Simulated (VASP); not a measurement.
Se:

```
CELL_PARAMETERS angstrom
4.06639 0.00000 0.00000
-2.03319 3.52160 0.00000
0.00000 0.00000 5.12810
ATOMIC_POSITIONS crystal
Se 0.24744 0.00000 0.16667
Se 0.00000 0.24744 0.83333
Se 0.75256 0.75256 0.50000
```

| Item | Value |
| --- | --- |
| Program | VASP 6.6.1 |
| Task | relaxation of cell and atoms |
| Functional | PBE |
| Potentials or basis | VASP PAW PBE potentials, release 64 (Se) |
| Cutoff | 600 eV |
| k mesh | 12 × 12 × 8 |
| Occupations | gaussian, width 0.02 eV |
| Spin | no spin polarisation |

At the start: pressure 2.6 GPa; volume 24.48 Å³/atom.

Where does the relaxation end?

Over 17 steps the energy falls by 29.2 meV/atom and the volume is 29.83 Å³/atom (+21.9 %); space group P3_221 (No. 154, to 0.1 Å) before and after.

The path:
| step | energy change (eV) | largest force (eV/Å) | pressure (GPa) | volume (Å³) |
| --- | --- | --- | --- | --- |
| 1 | 0.0000 | 0.0151 | 2.60 | 73.44 |
| 2 | -0.0186 | 0.3798 | -0.98 | 77.73 |
| 3 | -0.0230 | 0.2641 | 0.03 | 76.38 |
| 4 | -0.0349 | 0.2264 | 0.05 | 77.22 |
| 5 | -0.0616 | 0.0752 | 0.32 | 79.76 |
| 6 | -0.0650 | 0.4356 | 1.68 | 84.91 |
| 7 | -0.0727 | 0.1792 | 0.98 | 82.56 |
| 8 | -0.0796 | 0.0763 | 0.32 | 84.45 |
| 9 | -0.0805 | 0.1129 | -0.76 | 88.12 |
| 10 | -0.0819 | 0.0336 | -0.35 | 86.59 |
| 11 | -0.0844 | 0.0278 | -0.27 | 87.32 |
| 12 | -0.0872 | 0.0101 | -0.11 | 88.76 |
| 13 | -0.0845 | 0.0467 | 0.32 | 91.58 |
| 14 | -0.0876 | 0.0072 | 0.01 | 89.49 |
| 15 | -0.0876 | 0.0001 | -0.02 | 89.51 |
| 16 | -0.0876 | 0.0005 | -0.02 | 89.51 |
| 17 | -0.0876 | 0.0008 | -0.01 | 89.48 |

Final structure:
```
Se
1.0
     4.52479    0.00000    0.00000
    -2.26240    3.91859    0.00000
     0.00000    0.00000    5.04671
Se
3
Direct
  0.21893 0.00000 0.16667
  0.00000 0.21893 0.83333
  0.78107 0.78107 0.50000
```

Caveat: the volume moved by over 15 % at a fixed basis, so the end points are rough.
